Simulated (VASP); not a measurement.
ZnSe (Stilleite), 2 atoms in the cell. The structure is cubic, space group F-43m (No. 216). The conventional cell has a = 5.653 Å, b = 5.653 Å, c = 5.653 Å, α = 90.00°, β = 90.00°, γ = 90.00°. Zn (site symmetry -43m) has 4 Se at 2.45 Å within 3.2 Å. Se (site symmetry -43m) has 4 Zn at 2.45 Å within 3.2 Å. 

* Program: VASP 6.6.1
* Task: single point
* Functional: PBEsol
* Potentials or basis: VASP PAW PBE potentials, release 64 (Zn, Se)
* Cutoff: 500 eV
* k mesh: 8 × 8 × 8
* Occupations: gaussian, width 0.05 eV
* Spin: no spin polarisation
* Dipole correction: no
* Further INCAR settings: ALGO = Normal; EDIFF = 1e-06; NBANDS = 16

Potentials or basis: VASP PAW PBE potentials, release 64 (Zn, Se).

Run with:

```console
$ cat potpaw_PBE.64/Zn/POTCAR potpaw_PBE.64/Se/POTCAR > POTCAR
$ mpirun -np 1 vasp_std > vasp.out
```

Hardware: 1 thread of Intel Xeon 8259CL, on a shared host.

Question: How long does it take, and how much memory?

Answer: Wall time 31 s on 1 thread of Intel Xeon 8259CL, with other jobs on the host, peak memory 0.18 GiB. Counts: scf iterations 12, k points 29.
